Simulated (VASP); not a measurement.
Wanted: the native input for a VASP 6.6.1 run.

* Task: relaxation of shape and atoms at fixed volume
* Functional: PBEsol
* Potentials or basis: VASP PAW PBE potentials, release 64 (Cs_sv)
* Cutoff: 600 eV
* k mesh: 8 × 8 × 5
* Occupations: fermi-dirac, width 0.08 eV
* Spin: no spin polarisation
* Dipole correction: no
* Further INCAR settings: ALGO = Normal; EDIFF = 1e-07; IBRION = 2; EDIFFG = -0.005; NSW = 50; ISIF = 4

The structure of Cs lies in POSCAR:

```
Cs
1.0
    4.5543998023      0.0000000000      0.0000000000
   -2.2771999011      3.9442259278      0.0000000000
    0.0000000000      0.0000000000      7.3781276797
Cs
2
Direct
    0.3333333333      0.6666666667      0.2500000000
    0.6666666667      0.3333333333      0.7500000000
```

This isn't the form of Cs at room conditions, which is bcc.

The input as run:

INCAR

```
  PREC = Accurate
  ENCUT = 600
  EDIFF = 1E-7
  ISMEAR = -1
  SIGMA = 0.08
  LREAL = F
  LASPH = T
  NELM = 100
  ALGO = Normal
  ISIF = 4
  LWAVE = F
  LCHARG = F
  GGA = PS
  IBRION = 2
  NSW = 50
  EDIFFG = -0.005
```

KPOINTS

```
regular mesh
0
Gamma
  8 8 5
```

Potentials or basis: VASP PAW PBE potentials, release 64 (Cs_sv).

Run with:

```bash
$ cat potpaw_PBE.64/Cs_sv/POTCAR > POTCAR
$ mpirun -np 1 vasp_std > vasp.out
```

Results of the run:

```json
{
  "Energy gained by relaxing": "0.3 meV/atom",
  "Ionic steps": "5",
  "Pressure after relaxing": "2.0 GPa",
  "Band gap on the k mesh": "zero (bands 9 and 10 overlap by 1.23 eV)"
}
```

Caveat: the PAW data sets were made with another functional, which shifts forces and pressure a little; spin-orbit coupling is left out, which moves the levels of the heavy elements.

Wall time 84 s on 1 thread of Intel(R) Xeon(R) 6975P-C (Granite Rapids), with other jobs on the host, peak memory 0.29 GiB.
